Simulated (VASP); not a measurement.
Input of a VASP 6.6.1 run:

INCAR

```
ALGO = Normal
EDIFF = 1E-6
ENCUT = 520
GGA = PE
ISIF = 2
ISMEAR = 0
ISPIN = 2
LASPH = True
LCHARG = False
LMAXMIX = 4
LORBIT = 11
LREAL = False
LWAVE = False
MAGMOM = 1 1 0
NBANDS = 24
NELM = 150
PREC = Accurate
SIGMA = 0.1
```

KPOINTS

```
k-points
0
Gamma
  6 6 6
```

The input POSCAR:

```
Zr2B
1.0
    0.0000000000      2.9352397700      2.9352397700
    2.9352397700      0.0000000000      2.9352397700
    2.9352397700      2.9352397700      0.0000000000
Zr B
2 1
Direct
    0.2500000000      0.2500000000      0.2500000000
    0.7500000000      0.7500000000      0.7500000000
    0.0000000000      0.0000000000      0.0000000000
```

Potentials or basis: VASP PAW PBE potentials, release 64 (Zr_sv, B).

Launch:

```sh
$ cat potpaw_PBE.64/Zr_sv/POTCAR potpaw_PBE.64/B/POTCAR > POTCAR
$ mpirun -np 1 vasp_std > vasp.out
```

Estimate the pressure.

4.0 GPa.

What does it give for the net moment?

0.00 μB per cell.
